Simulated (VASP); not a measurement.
Runs of VASP 6.6.1 on Fe. The structure is that of space group I4/mmm (No. 139), or close to it. The cells are those of the table. 

```csv
task,cell,cutoff (eV),gap on the mesh (eV),pressure (GPa),moment (μB)
electric field gradients,"a = 2.817, b = 2.520, c = 2.501 Å, angles 68.3, 56.2, 55.6°, 1 atom",520,none,-25.9,2.26
electric field gradients,"a = 2.707, b = 2.421, c = 2.403 Å, angles 68.3, 56.2, 55.6°, 1 atom",520,none,(a),1.99
single point,"a = 2.817, b = 2.520, c = 2.501 Å, angles 68.3, 56.2, 55.6°, 1 atom",600,none,(b),2.26
single point,"a = 2.805, b = 2.518, c = 2.453 Å, angles 68.7, 56.8, 54.6°, 1 atom",520,none,-22.7,2.20
electric field gradients,"a = 2.735, b = 2.453, c = 2.404 Å, angles 68.5, 56.6, 54.9°, 1 atom",520,none,-12.4,2.05
single point,"a = 2.735, b = 2.453, c = 2.404 Å, angles 68.5, 56.6, 54.9°, 1 atom",520,none,-12.4,2.05
```

Alike in all rows: level LDA; potentials or basis VASP PAW LDA potentials, release 64 (Fe); spin collinear, ferromagnetic start; k mesh 16 × 16 × 16; smearing fermi-dirac 0.05 eV.

Fill in the values left out.

(a) -8.6; (b) -26.1.

A gap of «none» marks levels without a gap at the run's occupations.
